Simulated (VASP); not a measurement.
Write the native input for VASP 6.6.1 that does the following.

- Task: single point
- Functional: PBEsol
- Dispersion: D3(BJ)
- Potentials or basis: VASP PAW PBE potentials, release 64 (C)
- Cutoff: 520 eV
- k mesh: 15 × 15 × 15
- Occupations: gaussian, width 0.05 eV
- Spin: no spin polarisation
- Dipole correction: no
- Further INCAR settings: ALGO = Normal; EDIFF = 1e-06; NBANDS = 11

The structure of C lies in POSCAR:

```
C
1.0
    1.2188450278      0.7037005049      3.2557198513
   -1.2188450278      0.7037005049      3.2557198513
    0.0000000000     -1.4074010098      3.2557198513
C
2
Direct
    0.1665836162      0.1665836162      0.1665836162
    0.8334163838      0.8334163838      0.8334163838
```

The input as run:

INCAR

```
PREC = Accurate
ENCUT = 520
EDIFF = 1E-6
ISMEAR = 0
SIGMA = 0.05
LREAL = False
LASPH = True
NELM = 60
ALGO = Normal
ISIF = 2
LWAVE = False
LCHARG = False
GGA = PS
IVDW = 12
NBANDS = 11
```

KPOINTS

```
regular mesh
0
Gamma
  15 15 15
```

Potentials or basis: VASP PAW PBE potentials, release 64 (C).

Command:

```sh
$ cat potpaw_PBE.64/C/POTCAR > POTCAR
$ mpirun -np 1 vasp_std > vasp.out
```

Results of the run:

| Quantity | Value |
| --- | --- |
| Pressure | 8.8 GPa |
| Dispersion energy per atom | -0.113 eV |

Caveat: the stress differs along the axes, from 0 to 13 GPa; the PAW data sets were made with another functional, which shifts forces and pressure a little.

Run time: 35 s on 1 thread of Intel(R) Xeon(R) 6975P-C (Granite Rapids), with other jobs on the host, peak memory 0.2 GiB.
